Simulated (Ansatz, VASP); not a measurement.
# One calculation of MgO, two programs

The input INCAR:

```
SYSTEM = MgO
PREC = Accurate
ENCUT = 600
EDIFF = 1E-6
ISMEAR = -1
SIGMA = 0.1
LREAL = .FALSE.
LASPH = .TRUE.
NELM = 120
ALGO = Normal
ISIF = 2
LWAVE = .FALSE.
LCHARG = .TRUE.
GGA = PE
LELF = .TRUE.
LVHAR = .TRUE.
NBANDS = 11
GGA_COMPAT = .FALSE.
```

KPOINTS

```
Automatic mesh
0
G
  8 8 8
  0 0 0
```

Contents of POSCAR:

```
MgO
1.0
    0.0000000000      2.1205000000      2.1205000000
    2.1205000000      0.0000000000      2.1205000000
    2.1205000000      2.1205000000      0.0000000000
Mg O
1 1
Direct
    0.0000000000      0.0000000000      0.0000000000
    0.5000000000      0.5000000000      0.5000000000
```

Input for Ansatz:

```yaml
crystal:
  lattice:
    - [0.0, 2.1205, 2.1205]
    - [2.1205, 0.0, 2.1205]
    - [2.1205, 2.1205, 0.0]
  atoms:
    - { symbol: Mg, position: [0.0, 0.0, 0.0] }
    - { symbol: O, position: [0.5, 0.5, 0.5] }
hamiltonian:
  xc: pbe
  pseudopotentials: { kind: paw }
basis:
  ecutwfc: 420
kpoints:
  mp_grid: { grid: [8, 8, 8] }
scf:
  occupations: { method: fermi_dirac, width: 0.1 }
  lower_state_search: "off"
  algorithm: density_mixing
  max_iter: 80
  mixing: { algorithm: anderson, ndim: 1, beta: 0.4, preconditioner: kerker }
output:
  forces: true
  stress: true
```

Alike in both runs: task single point; functional PBE; k mesh 8 × 8 × 8; occupations fermi-dirac, width 0.1 eV; no spin polarisation.

```csv
,VASP,Ansatz
version,VASP 6.6.1,Ansatz 0.2.0
potentials or method,"VASP PAW PBE potentials, release 64 (Mg, O), cutoff 600 eV","PAW, plane waves, scalar-relativistic"
valence electrons in the cell,8,16
```

VASP gave:

* pressure (GPa): 0.4

Q: Which values does Ansatz return?

A: Pressure (GPa): 1.4.

VASP's potentials hold 8 valence electrons a cell and Ansatz's 16, so a difference there can come from the potentials and not from the codes.
